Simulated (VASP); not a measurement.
Here is a VASP 6.6.1 calculation.

Contents of INCAR:

```
ALGO = Normal
EDIFF = 1E-7
ENCUT = 520
GGA = PE
ISIF = 2
ISMEAR = 0
LASPH = True
LCHARG = False
LREAL = False
LWAVE = False
NBANDS = 16
NELM = 80
PREC = Accurate
SIGMA = 0.15
```

File KPOINTS:

```
k-points
0
Gamma
  16 16 16
```

File POSCAR:

```
GaSb
1.0
   -2.7657340133      2.7657340133      1.5178500000
    2.7657340133     -2.7657340133      1.5178500000
    2.7657340133      2.7657340133     -1.5178500000
Ga Sb
1 1
Direct
    0.2500000000      0.7500000000      0.5000000000
    0.0000000000      0.0000000000      0.0000000000
```

Potentials or basis: VASP PAW PBE potentials, release 64 (Ga_d, Sb).

Run with:

```bash
$ cat potpaw_PBE.64/Ga_d/POTCAR potpaw_PBE.64/Sb/POTCAR > POTCAR
$ mpirun -np 1 vasp_std > vasp.out
```

(1) Predict the pressure.

(2) Estimate the band gap on the k mesh.

Answers

(1) 2.3 GPa.

(2) zero (band 9 reaches 8.62 eV, above the bottom of band 10 at 4.02 eV).

Caveat: spin-orbit coupling is left out, which moves the levels of the heavy elements.
